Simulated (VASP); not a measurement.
**BeTe: single point with PBE**

BeTe:

```
Be Te
1.0
     0.00000    2.82862    2.82862
     2.82862    0.00000    2.82862
     2.82862    2.82862    0.00000
Be Te
1 1
Direct
  0.00000 0.00000 0.00000
  0.75000 0.75000 0.75000
```

* Program: VASP 6.6.1
* Task: single point
* Functional: PBE
* Potentials or basis: VASP PAW PBE potentials, release 64 (Be, Te)
* Cutoff: 520 eV
* k mesh: 8 × 8 × 8
* Occupations: gaussian, width 0.01 eV
* Spin: no spin polarisation

```json
{
  "Pressure": "0.3 GPa",
  "Band gap on the k mesh": "2.01 eV, indirect (least direct gap 3.62 eV)"
}
```

Levels at points of the mesh, in eV from the valence-band top:
| k point | band 1 | band 2 | band 3 | band 4 | band 5 | band 6 | band 7 | band 8 |
| --- | --- | --- | --- | --- | --- | --- | --- | --- |
| (0.00, 0.00, 0.00) | -12.21 | 0.00 | 0.00 | 0.00 | 3.62 | 3.62 | 3.62 | 3.72 |
| (0.50, 0.00, 0.00) | -10.90 | -5.46 | -1.11 | -1.11 | 3.04 | 4.60 | 4.60 | 7.82 |
| (0.50, 0.50, 0.00) | -10.42 | -5.04 | -2.59 | -2.59 | 2.01 | 2.68 | 9.62 | 9.62 |

Run time: 24 s on 1 thread of AMD EPYC 7R43 64-Core Processor (Zen 3) (shared host), peak memory 0.13 GiB.

Caveat: spin-orbit coupling is left out, which moves the levels of the heavy elements. A k mesh can miss the band edges.
